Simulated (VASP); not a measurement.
# TaAs (I4_1md) in VASP: single point with r2SCAN

Aim: the single point of TaAs with r2SCAN.

Everything below comes from runs of VASP 6.6.1. Logs are shortened: lines on timing, memory, paths and dates and some standing lists are left out, and cuts for length are marked.

## Step 1: The cell of the first run

Symmetry: I4_1md, No. 109, tetragonal system. Conventional cell: a = 3.442 Å, b = 3.442 Å, c = 11.713 Å, α = 90.00°, β = 90.00°, γ = 90.00°. Ta (site symmetry 2mm) has 6 As at 2.61 to 2.62 Å and 8 Ta at 3.40 to 3.44 Å within 3.5 Å. As (site symmetry 2mm) has 6 Ta at 2.61 to 2.62 Å and 8 As at 3.40 to 3.44 Å within 3.5 Å.

## Step 2: Single point, r2SCAN

The input, POSCAR:

```
TaAs
1.0
   -1.7209377575      1.7209377575      5.8562930105
    1.7209377575     -1.7209377575      5.8562930105
    1.7209377575      1.7209377575     -5.8562930105
Ta As
2 2
Direct
    0.5000209948      1.0000209948      0.5000000000
    0.7500209948      0.7500209948      0.0000000000
    0.0825784252      0.5825784252      0.5000000000
    0.3325784252      0.3325784252      0.0000000000
```

The input, INCAR.step1:

```
SYSTEM = TaAs
  ALGO = Normal
  EDIFF = 1E-4
  ENCUT = 520
  GGA = PE
  ISMEAR = 0
  LASPH = .True.
  LCHARG = .False.
  LREAL = .False.
  LWAVE = .True.
  NBANDS = 24
  NELM = 100
  PREC = Accurate
  SIGMA = 0.1
```

The input, INCAR.step2:

```
SYSTEM = TaAs
  ALGO = Normal
  EDIFF = 1E-6
  ENCUT = 520
  ISIF = 2
  ISMEAR = 0
  ISTART = 1
  LASPH = .True.
  LCHARG = .False.
  LMIXTAU = .True.
  LREAL = .False.
  LWAVE = .False.
  METAGGA = R2SCAN
  NBANDS = 24
  NELM = 100
  PREC = Accurate
  SIGMA = 0.1
```

The input, KPOINTS:

```
k-points
0
Gamma
  18 18 18
  0 0 0
```

Potentials or basis: VASP PAW PBE potentials, release 64 (Ta_pv, As).

On the command line:

```bash
$ cat potpaw_PBE.64/Ta_pv/POTCAR potpaw_PBE.64/As/POTCAR > POTCAR
$ cp INCAR.step1 INCAR
$ mpirun -np 1 vasp_std > vasp.out
$ cp INCAR.step2 INCAR
$ mpirun -np 1 vasp_std > vasp.out
```

OUTCAR:

```text
SYSTEM = TaAs
   EDIFF = 1E-6
   ENCUT = 520
   ISIF = 2
   ISMEAR = 0
   ISTART = 1
   LASPH = .True.
   LREAL = .False.
   METAGGA = R2SCAN
   NELM = 100
   PREC = Accurate

 ion  position               nearest neighbor table
   1  0.500  0.000  0.500-   4 2.61   4 2.61   3 2.62   3 2.62   3 2.62   3 2.62   2 3.40   2 3.40
                             2 3.40   2 3.40
   2  0.750  0.750  0.000-   3 2.61   3 2.61   4 2.62   4 2.62   4 2.62   4 2.62   1 3.40   1 3.40
                             1 3.40   1 3.40
   3  0.083  0.583  0.500-   2 2.61   2 2.61   1 2.62   1 2.62   1 2.62   1 2.62
   4  0.333  0.333  0.000-   1 2.61   1 2.61   2 2.62   2 2.62   2 2.62   2 2.62

  LATTYP: Found a body centered tetragonal cell.
 ALAT       =     3.4418755150
 C/A-ratio  =     3.4029661939

  Lattice vectors:

 A1 = (  -1.7209377575,   1.7209377575,   5.8562930105)
 A2 = (   1.7209377575,  -1.7209377575,   5.8562930105)
 A3 = (   1.7209377575,   1.7209377575,  -5.8562930105)

Analysis of symmetry for initial positions (statically):
=====================================================================
 Subroutine PRICEL returns:
 Original cell was already a primitive cell.

 Routine SETGRP: Setting up the symmetry group for a
 body centered tetragonal supercell.

 Subroutine GETGRP returns: Found  8 space group operations
 (whereof  4 operations were pure point group operations)
 out of a pool of 16 trial point group operations.

The static configuration has the point symmetry C_2v.
 The point group associated with its full space group is C_4v.

Analysis of symmetry for dynamics (positions and initial velocities):
=====================================================================
 Subroutine PRICEL returns:
 Original cell was already a primitive cell.

 Routine SETGRP: Setting up the symmetry group for a
 body centered tetragonal supercell.

 Subroutine GETGRP returns: Found  8 space group operations
 (whereof  4 operations were pure point group operations)
 out of a pool of 16 trial point group operations.

The dynamic configuration has the point symmetry C_2v.
 The point group associated with its full space group is C_4v.

 Subroutine INISYM returns: Found  8 space group operations
 (whereof  4 operations are pure point group operations),
 and found     1 'primitive' translations

----------------------------------------------------------------------------------------

                                     Primitive cell

  volume of cell :      69.3766

  direct lattice vectors                    reciprocal lattice vectors
    -1.720937757  1.720937757  5.856293010     0.000000000  0.290539270  0.085378242
     1.720937757 -1.720937757  5.856293010     0.290539270  0.000000000  0.085378242
     1.720937757  1.720937757 -5.856293010     0.290539270  0.290539270  0.000000000

  length of vectors
     6.341878378  6.341878378  6.341878378     0.302824226  0.302824226  0.410884576

  position of ions in fractional coordinates (direct lattice)
     0.500020995  0.000020995  0.500000000
     0.750020995  0.750020995  0.000000000
     0.082578425  0.582578425  0.500000000
     0.332578425  0.332578425  0.000000000

  ion indices of the primitive-cell ions
   primitive index   ion index
                 1           1
                 2           2
                 3           3
                 4           4

----------------------------------------------------------------------------------------

 KPOINTS: k-points

Automatic generation of k-mesh.
 Grid dimensions read from file:
 generate k-points for:   18   18   18

 Generating k-lattice:

  Cartesian coordinates                     Fractional coordinates (reciprocal lattice)
     0.000000000  0.016141071  0.004743236     0.055555556 -0.000000000  0.000000000
     0.016141071  0.000000000  0.004743236    -0.000000000  0.055555556  0.000000000
     0.016141071  0.016141071  0.000000000     0.000000000  0.000000000  0.055555556

  Length of vectors
     0.016823568  0.016823568  0.022826921

  Shift w.r.t. Gamma in fractional coordinates (k-lattice)
     0.000000000  0.000000000  0.000000000

 Subroutine IBZKPT returns following result:
 ===========================================

 Found    480 irreducible k-points:

 Following reciprocal coordinates:
            Coordinates               Weight
  0.000000  0.000000  0.000000      1.000000
  0.055556 -0.000000  0.000000      8.000000
  0.111111 -0.000000  0.000000      8.000000
  0.166667 -0.000000  0.000000      8.000000
  0.222222 -0.000000  0.000000      8.000000
  0.277778  0.000000  0.000000      8.000000
[... 16 lines left out ...]
 -0.277778  0.055556  0.000000     16.000000
 -0.222222  0.055556  0.000000     16.000000
 [... further k-points ...]
   k-points           NKPTS =    480   k-points in BZ     NKDIM =    480   number of bands    NBANDS=     24
   number of dos      NEDOS =    301   number of ions     NIONS =      4
   total plane-waves  NPLWV = 110592
   dimension x,y,z NGX =    48 NGY =   48 NGZ =   48
   dimension x,y,z NGXF=    96 NGYF=   96 NGZF=   96
   ions per type =               2   2
   NGX,Y,Z   is equivalent  to a cutoff of  12.58, 12.58, 12.58 a.u.
   NGXF,Y,Z  is equivalent  to a cutoff of  25.17, 25.17, 25.17 a.u.
 SYSTEM =  TaAs
   PREC   = accura    normal or accurate (medium, high low for compatibility)
   ISTART =      1    job   : 0-new  1-cont  2-samecut
   ICHARG =      0    charge: 1-file 2-atom 10-const
   ISPIN  =      1    spin polarized calculation?
   LNONCOLLINEAR =      F non collinear calculations
   LSORBIT =      F    spin-orbit coupling
   LASPH  =      T    aspherical Exc in radial PAW
   ENCUT  =  520.0 eV  38.22 Ry    6.18 a.u.  11.79 11.79 11.79*2*pi/ulx,y,z
   NELM   =    100;   NELMIN=  2; NELMDL=  0     # of ELM steps
   EDIFF  = 0.1E-05   stopping-criterion for ELM
   LREAL  =      F    real-space projection
   EDIFFG = 0.1E-04   stopping-criterion for IOM
   NSW    =      0    number of steps for IOM
   IBRION =     -1    ionic relax: 0-MD 1-quasi-New 2-CG
   NFREE  =      0    steps in history (QN), initial steepest desc. (CG)
   ISIF   =      2    stress and relaxation
   ISYM   =      2    0-nonsym 1-usesym 2-fastsym
   POTIM  = 0.5000    time-step for ionic-motion
   TEBEG  =    0.0;   TEEND  =   0.0 temperature during run
   PSTRESS=    0.0 pullay stress
   NELECT =      32.0000    total number of electrons
   NUPDOWN=      -1.0000    fix difference up-down
   EMIN   =  10.00;   EMAX   =-10.00  energy-range for DOS
   EFERMI =   0.00;   METHOD = LEGACY
   ISMEAR =     0;   SIGMA  =   0.10  broadening in eV -4-tet -1-fermi 0-gaus
   EFERMI_NEDOS =   21; number of points for ismear=-14 and -15
   IALGO  =     38    algorithm
   IMIX   =      4    mixing-type and parameters
     AMIX     =   0.40;   BMIX     =  1.00
     AMIX_MAG =   1.60;   BMIX_MAG =  1.00
  volume/ion in A,a.u.               =      17.34       117.04
  Fermi-wavevector in a.u.,A,eV,Ry     =   1.264893  2.390301 21.768699  1.599954
  Thomas-Fermi vector in A             =   2.398175
   LORBIT       =      0    0 simple, 1 ext, 2 COOP (PROOUT), +10 PAW based schemes
   METAGGA = R2SCAN    functional components
   LHFCALC =     F    Hartree Fock is set to
   AEXX    =    0.0000 exact exchange contribution
   IVDW    =     0    specifies the selected vdW correction
   LEPSILON=     F    determine dielectric tensor
   LRPA    =     F    only Hartree local field effects (RPA)
 non-spin polarized calculation
 Gauss-broadening in eV      SIGMA  =   0.10
  energy-cutoff  :      520.00
  volume of cell :       69.38
 maximum number of plane-waves:      1893
   NGX = 23   NGY = 23   NGZ = 23

 number of electron      32.0000003 magnetization

 Free energy of the ion-electron system (eV)
  ---------------------------------------------------
  ext. energy  EPLUGINS =         0.00000000
  ---------------------------------------------------
  free energy    TOTEN  =      -129.08742504 eV

  energy without entropy =     -129.08587827  energy(sigma->0) =     -129.08665165

 E-fermi :   6.9579     XC(G=0): -12.7463

 val. band max:        6.9496925434   @ k =  -0.1667  -0.4444   0.1667
 cond. band min:       6.9608364037   @ k =  -0.3333   0.4444   0.3333
 fundamental gap:      0.0111438602
 Fermi energy:         6.9579259144

 k-point     1 :       0.0000    0.0000    0.0000
  band No.  band energies     occupation
      1     -29.3539      2.00000
      2     -29.2983      2.00000
      3     -29.2983      2.00000
      4     -29.1482      2.00000
      5     -29.1482      2.00000
      6     -29.0968      2.00000
[... 16 lines left out ...]
     23      11.2316      0.00000
     24      11.2316      0.00000

 k-point     2 :       0.0556   -0.0000    0.0000
  band No.  band energies     occupation
      1     -29.3524      2.00000
      2     -29.3031      2.00000
      3     -29.2978      2.00000
      4     -29.1534      2.00000
      5     -29.1476      2.00000
      6     -29.0972      2.00000
[... 16 lines left out ...]
     23      10.9862      0.00000
     24      11.3895      0.00000

 k-point     3 :       0.1111   -0.0000    0.0000
  band No.  band energies     occupation
      1     -29.3493      2.00000
      2     -29.3157      2.00000
      3     -29.2964      2.00000
      4     -29.1679      2.00000
      5     -29.1459      2.00000
      6     -29.0988      2.00000
[... 16 lines left out ...]
     23      11.0777      0.00000
     24      11.8055      0.00000
[... 514 lines left out ...]
 k-point    23 :      -0.2778    0.0556    0.0000
  band No.  band energies     occupation
      1     -29.4075      2.00000
      2     -29.3105      2.00000
      3     -29.2922      2.00000
      4     -29.2387      2.00000
      5     -29.1421      2.00000
      6     -29.1102      2.00000
[... 16 lines left out ...]
     23      11.9492      0.00000
     24      13.1247      0.00000

 k-point    24 :      -0.2222    0.0556    0.0000
  band No.  band energies     occupation
      1     -29.3784      2.00000
      2     -29.3198      2.00000
      3     -29.2956      2.00000
      4     -29.2141      2.00000
      5     -29.1454      2.00000
      6     -29.1040      2.00000
[... 16 lines left out ...]
     23      11.8378      0.00000
     24      12.6391      0.00000

 [... further k-points ...]

------------------------ aborting loop because EDIFF is reached ----------------------------------------

  FORCE on cell =-STRESS in cart. coord.  units (eV):
  Direction    XX          YY          ZZ          XY          YZ          ZX
  --------------------------------------------------------------------------------------
  -------------------------------------------------------------------------------------
  Total        0.2326358      0.2326358      0.1914676      0.0000000      0.0000000      0.0000000
  in kB        5.3724696      5.3724696      4.4217365      0.0000000      0.0000000      0.0000000
  external PRESSURE =       5.0555586 kB  Pullay stress =       0.0000000 kB

 VOLUME and BASIS-vectors are now :
 -----------------------------------------------------------------------------
  energy-cutoff  :      520.00
  volume of cell :       69.38
      direct lattice vectors                 reciprocal lattice vectors
    -1.720937757  1.720937757  5.856293010     0.000000000  0.290539270  0.085378242
     1.720937757 -1.720937757  5.856293010     0.290539270  0.000000000  0.085378242
     1.720937757  1.720937757 -5.856293010     0.290539270  0.290539270  0.000000000

 POSITION                                       TOTAL-FORCE (eV/Angst)
 -----------------------------------------------------------------------------------
      0.00000      1.72094      0.00025        -0.000000      0.000000     -0.000996
      0.00000      0.00000      8.78469         0.000000     -0.000000     -0.000996
      1.72094      0.00000      0.96721        -0.000000      0.000000      0.000996
      0.00000      0.00000      3.89535         0.000000     -0.000000      0.000996
 -----------------------------------------------------------------------------------
    total drift:                               -0.000001     -0.000001      0.000297

  FREE ENERGIE OF THE ION-ELECTRON SYSTEM (eV)
  ---------------------------------------------------
  free  energy   TOTEN  =      -129.0874250353 eV

  energy  without entropy=     -129.0858782705  energy(sigma->0) =     -129.08665165
```

Wall time 90 min (1 thread of AMD EPYC 9R45 (Zen 5), shared host); peak memory 0.87 GiB.

What came out:

```yaml
Free_energy: -129.0874 eV
Pressure: 0.5 GPa
Band_gap_on_the_k_mesh: zero (bands 16 and 17 overlap by 0.05 eV)
```

Levels at points of the mesh, in eV from the Fermi level:
```tsv
k point	band 12	band 13	band 14	band 15	band 16	band 17	band 18	band 19	band 20	band 21
(0.00, 0.00, 0.00)	-2.68	-2.47	-2.05	-1.80	-1.80	0.95	1.65	2.49	3.21	3.21
(0.50, 0.00, 0.00)	-3.67	-2.63	-2.52	-1.67	-0.33	0.14	1.45	2.42	2.62	3.25
(0.50, 0.50, 0.00)	-5.38	-3.46	-3.46	-1.27	-1.27	3.00	3.00	3.23	3.23	4.05
(0.50, 0.50, 0.50)	-3.09	-2.91	-2.91	-1.11	-1.11	1.28	1.28	2.42	2.42	3.32
```

Caveat: the PAW data sets were made with another functional, which shifts forces and pressure a little; spin-orbit coupling is left out, which moves the levels of the heavy elements.
